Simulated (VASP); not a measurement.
# GaP (F-43m) in VASP: relaxation of cell and atoms with r2SCAN

Aim: the relaxation of cell and atoms of GaP with r2SCAN.

Program: VASP 6.6.1. These are calculated values, not measurements. Logs are shortened: lines on timing, memory, paths and dates and some standing lists are left out, and cuts for length are marked.

## Step 1: The cell of the first run

It takes space group F-43m (No. 216, cubic). Conventional cell: a = 5.451 Å, b = 5.451 Å, c = 5.451 Å, α = 90.00°, β = 90.00°, γ = 90.00°. Ga (site symmetry -43m) has 4 P at 2.36 Å within 3.1 Å. Within 3.1 Å of P (site symmetry -43m) lie 4 Ga at 2.36 Å.

## Step 2: Relaxation of cell and atoms, r2SCAN

Input file POSCAR:

```
GaP
1.0
    0.0000000000      2.7252500000      2.7252500000
    2.7252500000      0.0000000000      2.7252500000
    2.7252500000      2.7252500000      0.0000000000
Ga P
1 1
Direct
    0.0000000000      0.0000000000      0.0000000000
    0.7500000000      0.7500000000      0.7500000000
```

Input file INCAR.step1:

```
SYSTEM = GaP
  PREC = Accurate
  ENCUT = 600
  ISMEAR = -1
  SIGMA = 0.08
  LREAL = .False.
  LASPH = .True.
  NELM = 80
  GGA = PE
  ALGO = Normal
  EDIFF = 1E-4
  LWAVE = .True.
  LCHARG = .False.
```

Input file INCAR.step2:

```
SYSTEM = GaP
  PREC = Accurate
  ENCUT = 600
  EDIFF = 1E-7
  ISMEAR = -1
  SIGMA = 0.08
  LREAL = .False.
  LASPH = .True.
  NELM = 80
  ALGO = Normal
  ISIF = 3
  LWAVE = .False.
  LCHARG = .False.
  METAGGA = R2SCAN
  LMIXTAU = .True.
  IBRION = 2
  NSW = 100
  EDIFFG = -0.002
  ISTART = 1
```

Input file KPOINTS:

```
regular mesh
0
Gamma
  16 16 16
  0 0 0
```

Potentials or basis: VASP PAW PBE potentials, release 64 (Ga_d, P).

The run is started by

```bash
cat potpaw_PBE.64/Ga_d/POTCAR potpaw_PBE.64/P/POTCAR > POTCAR
cp INCAR.step1 INCAR
mpirun -np 1 vasp_std > vasp.out
cp INCAR.step2 INCAR
mpirun -np 1 vasp_std > vasp.out
```

OUTCAR:

```text
SYSTEM = GaP
   PREC = Accurate
   ENCUT = 600
   EDIFF = 1E-7
   ISMEAR = -1
   LREAL = .False.
   LASPH = .True.
   NELM = 80
   ISIF = 3
   METAGGA = R2SCAN
   IBRION = 2
   NSW = 100
   EDIFFG = -0.002
   ISTART = 1

 ion  position               nearest neighbor table
   1  0.000  0.000  0.000-   2 2.36   2 2.36   2 2.36   2 2.36
   2  0.750  0.750  0.750-   1 2.36   1 2.36   1 2.36   1 2.36

  LATTYP: Found a face centered cubic cell.
 ALAT       =     5.4505000000

  Lattice vectors:

 A1 = (   0.0000000000,   2.7252500000,   2.7252500000)
 A2 = (   2.7252500000,   0.0000000000,   2.7252500000)
 A3 = (   2.7252500000,   2.7252500000,   0.0000000000)

Analysis of symmetry for initial positions (statically):
=====================================================================
 Subroutine PRICEL returns:
 Original cell was already a primitive cell.

 Routine SETGRP: Setting up the symmetry group for a
 face centered cubic supercell.

 Subroutine GETGRP returns: Found 24 space group operations
 (whereof 24 operations were pure point group operations)
 out of a pool of 48 trial point group operations.

The static configuration has the point symmetry T_d .

Analysis of symmetry for dynamics (positions and initial velocities):
=====================================================================
 Subroutine PRICEL returns:
 Original cell was already a primitive cell.

 Routine SETGRP: Setting up the symmetry group for a
 face centered cubic supercell.

 Subroutine GETGRP returns: Found 24 space group operations
 (whereof 24 operations were pure point group operations)
 out of a pool of 48 trial point group operations.

The dynamic configuration has the point symmetry T_d .

 Subroutine INISYM returns: Found 24 space group operations
 (whereof 24 operations are pure point group operations),
 and found     1 'primitive' translations

----------------------------------------------------------------------------------------

                                     Primitive cell

  volume of cell :      40.4808

  direct lattice vectors                    reciprocal lattice vectors
     0.000000000  2.725250000  2.725250000    -0.183469406  0.183469406  0.183469406
     2.725250000  0.000000000  2.725250000     0.183469406 -0.183469406  0.183469406
     2.725250000  2.725250000  0.000000000     0.183469406  0.183469406 -0.183469406

  length of vectors
[... 103 lines left out ...]
  volume/ion in A,a.u.               =      20.24       136.59
  Fermi-wavevector in a.u.,A,eV,Ry     =   1.249538  2.361284 21.243377  1.561344
  Thomas-Fermi vector in A             =   2.383574
   LORBIT       =      0    0 simple, 1 ext, 2 COOP (PROOUT), +10 PAW based schemes
   METAGGA = R2SCAN    functional components
   LHFCALC =     F    Hartree Fock is set to
   AEXX    =    0.0000 exact exchange contribution
   IVDW    =     0    specifies the selected vdW correction
   LEPSILON=     F    determine dielectric tensor
   LRPA    =     F    only Hartree local field effects (RPA)
 conjugate gradient relaxation of ions
 non-spin polarized calculation
  energy-cutoff  :      600.00
  volume of cell :       40.48
 maximum number of plane-waves:      1369
   NGX = 15   NGY = 15   NGZ = 15

--------------------------------------- Ionic step        1  -------------------------------------------

 number of electron      18.0000003 magnetization

 Free energy of the ion-electron system (eV)
  ---------------------------------------------------
  ext. energy  EPLUGINS =         0.00000000
  ---------------------------------------------------
  free energy    TOTEN  =       -21.46616495 eV

  energy without entropy =      -21.46616473  energy(sigma->0) =      -21.46616484

------------------------ aborting loop because EDIFF is reached ----------------------------------------

  FORCE on cell =-STRESS in cart. coord.  units (eV):
  Direction    XX          YY          ZZ          XY          YZ          ZX
  --------------------------------------------------------------------------------------
  -------------------------------------------------------------------------------------
  Total       -0.0070703     -0.0070703     -0.0070703     -0.0000000     -0.0000000      0.0000000
  in kB       -0.2798335     -0.2798335     -0.2798335     -0.0000000     -0.0000000      0.0000000
  external PRESSURE =      -0.2798335 kB  Pullay stress =       0.0000000 kB
[... 59 lines left out ...]
--------------------------------------- Ionic step        3  -------------------------------------------

 number of electron      18.0000003 magnetization

 Free energy of the ion-electron system (eV)
  ---------------------------------------------------
  ext. energy  EPLUGINS =         0.00000000
  ---------------------------------------------------
  free energy    TOTEN  =       -21.46616740 eV

  energy without entropy =      -21.46616718  energy(sigma->0) =      -21.46616729

 E-fermi :   5.3879     XC(G=0): -10.5502

 val. band max:        4.4629374048   @ k =   0.0000   0.0000   0.0000
 cond. band min:       6.3166537008   @ k =   0.4375   0.4375   0.0000
 fundamental gap:      1.8537162960
 Fermi energy:         5.3879344087

 k-point     1 :       0.0000    0.0000    0.0000
  band No.  band energies     occupation
      1     -10.5260      2.00000
      2     -10.5260      2.00000
      3     -10.5260      2.00000
      4     -10.4127      2.00000
      5     -10.4127      2.00000
      6      -8.5598      2.00000
      7       4.4629      1.99998
      8       4.4629      1.99998
      9       4.4629      1.99998
     10       6.8092      0.00000
     11       8.6547      0.00000
     12       8.6547      0.00000
     13       8.6547      0.00000
[... 354 lines left out ...]
  band No.  band energies     occupation
      1     -10.5378      2.00000
      2     -10.5232      2.00000
      3     -10.5212      2.00000
      4     -10.4137      2.00000
      5     -10.4119      2.00000
      6      -8.4167      2.00000
      7       3.3530      2.00000
      8       4.0580      2.00000
      9       4.3995      1.99999
     10       7.4354      0.00000
     11       8.7437      0.00000
     12       8.7883      0.00000
     13       9.2768      0.00000

 [... further k-points ...]

------------------------ aborting loop because EDIFF is reached ----------------------------------------

  FORCE on cell =-STRESS in cart. coord.  units (eV):
  Direction    XX          YY          ZZ          XY          YZ          ZX
  --------------------------------------------------------------------------------------
  -------------------------------------------------------------------------------------
  Total       -0.0034924     -0.0034924     -0.0034924      0.0000000      0.0000000     -0.0000000
  in kB       -0.1382531     -0.1382531     -0.1382531      0.0000000      0.0000000     -0.0000000
  external PRESSURE =      -0.1382531 kB  Pullay stress =       0.0000000 kB
[... 17 lines left out ...]
  FREE ENERGIE OF THE ION-ELECTRON SYSTEM (eV)
  ---------------------------------------------------
  free  energy   TOTEN  =       -21.4661674014 eV

  energy  without entropy=      -21.4661671803  energy(sigma->0) =      -21.46616729

 reached required accuracy - stopping structural energy minimisation
```

OUTCAR.step1:

```text
SYSTEM = GaP
   PREC = Accurate
   ENCUT = 600
   ISMEAR = -1
   LREAL = .False.
   LASPH = .True.
[... 604 lines left out ...]
      0.00000      0.00000      0.00000         0.000000      0.000000      0.000000
      4.08788      4.08788      4.08788        -0.000000     -0.000000     -0.000000
 -----------------------------------------------------------------------------------
    total drift:                               -0.000002     -0.000002     -0.000002

  FREE ENERGIE OF THE ION-ELECTRON SYSTEM (eV)
  ---------------------------------------------------
  free  energy   TOTEN  =        -9.1184144905 eV

  energy  without entropy=       -9.1184133589  energy(sigma->0) =       -9.11841392
```

It took 4.6 min on 1 thread of Intel Xeon 6975P-C (Granite Rapids), shared host; peak memory 0.26 GiB.

Results:

```
Free energy                            : -21.4662 eV
Relaxed volume                         : 20.24 Å³/atom
Relaxed cell                           : a = 3.854 Å, b = 3.854 Å, c = 3.854 Å, α = 60.00°, β = 60.00°, γ = 60.00°
Space group after relaxing (to 0.05 Å) : F-43m (No. 216)
Energy gained by relaxing              : 0.0 meV/atom
Ionic steps                            : 3
Pressure after relaxing                : 0.0 GPa
Band gap on the k mesh                 : 1.85 eV, indirect (least direct gap 2.35 eV)
```

Final structure:
```
Ga P
1.0
     0.00000    2.72506    2.72506
     2.72506    0.00000    2.72506
     2.72506    2.72506    0.00000
Ga P
1 1
Direct
  0.00000 0.00000 0.00000
  0.75000 0.75000 0.75000
```

Levels at points of the mesh, in eV from the valence-band top:
| k point | band 5 | band 6 | band 7 | band 8 | band 9 | band 10 | band 11 | band 12 | band 13 |
| --- | --- | --- | --- | --- | --- | --- | --- | --- | --- |
| (0.00, 0.00, 0.00) | -14.88 | -13.02 | 0.00 | 0.00 | 0.00 | 2.35 | 4.19 | 4.19 | 4.19 |
| (0.50, 0.00, 0.00) | -14.87 | -10.86 | -6.85 | -1.17 | -1.17 | 2.04 | 5.06 | 5.06 | 8.83 |
| (0.50, 0.50, 0.00) | -14.85 | -9.93 | -6.96 | -2.80 | -2.80 | 1.91 | 2.10 | 11.36 | 11.36 |

Caveat: the PAW data sets were made with another functional, which shifts forces and pressure a little. A k mesh can miss the band edges.
